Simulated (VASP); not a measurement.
Input of a VASP 6.6.1 run:

File INCAR:

```
SYSTEM = PtSe2
PREC = Accurate
ENCUT = 520
EDIFF = 1E-6
ISMEAR = -1
SIGMA = 0.1
LREAL = .False.
LASPH = .True.
NELM = 60
ALGO = Normal
ISIF = 2
LWAVE = .False.
LCHARG = .False.
GGA = PE
NBANDS = 18
```

The input KPOINTS:

```
regular mesh
0
Gamma
  10 10 7
  0 0 0
```

The input POSCAR:

```
PtSe2
1.0
    3.7551150288      0.0000000000      0.0000000000
   -1.8775575144      3.2520250091      0.0000000000
    0.0000000000      0.0000000000      6.2251341541
Pt Se
1 2
Direct
    0.0000000000      0.0000000000      0.0000000000
    0.3333333333      0.6666666667      0.2096431030
    0.6666666667      0.3333333333      0.7903568970
```

Potentials or basis: VASP PAW PBE potentials, release 64 (Pt, Se).

The run is started by

```console
$ cat potpaw_PBE.64/Pt/POTCAR potpaw_PBE.64/Se/POTCAR > POTCAR
$ mpirun -np 1 vasp_std > vasp.out
```

(1) Predict the largest force.

(2) Predict the pressure.

## Answers

(1) 0.007 eV/Å.

(2) 0.0 GPa.

Caveat: this functional lacks dispersion, which binds the layers, so the pressure and a relaxed spacing across them are unreliable.
